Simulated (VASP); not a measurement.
A run of VASP 6.6.1 is set up as follows.

INCAR

```
SYSTEM = CdSe
PREC     = Accurate       ! precision mode
ENCUT    = 520            ! plane-wave cutoff, eV
EDIFF    = 1E-7           ! SCF threshold, eV
ISMEAR   = 0              ! smearing method
SIGMA    = 0.05           ! smearing width, eV
LREAL    = .False.        ! projectors in reciprocal space
LASPH    = .True.         ! aspherical terms in the spheres
NELM     = 60             ! most SCF steps
ALGO     = Normal         ! electronic algorithm
ISIF     = 2              ! what is computed and relaxed
LWAVE    = .False.        ! write WAVECAR
LCHARG   = .False.        ! write CHGCAR
GGA      = PE             ! functional
NBANDS   = 16             ! bands
```

File KPOINTS:

```
Automatic mesh
0
Gamma
  10 10 10
  0 0 0
```

File POSCAR:

```
CdSe
1.0
    0.0000000000      3.2533354072      3.0984146735
    3.0984146735      0.0000000000      3.0984146735
    3.0984146735      3.2533354072      0.0000000000
Cd Se
1 1
Direct
    0.0000000000      0.0000000000      0.0000000000
    0.7500000000      0.7500000000      0.7500000000
```

Potentials or basis: VASP PAW PBE potentials, release 64 (Cd, Se).

The run is started by

```console
$ cat potpaw_PBE.64/Cd/POTCAR potpaw_PBE.64/Se/POTCAR > POTCAR
$ mpirun -np 1 vasp_std > vasp.out
```

(1) Predict the band gap on the k mesh.

(2) Estimate the pressure.

Answers

(1) 0.33 eV.

(2) -1.8 GPa.

Caveat: the cell differs from its parent crystal (engineering shear strain xz +0.0000, normal strain along z +0.0500); semilocal functionals underestimate gaps, and a narrow one can read as zero.
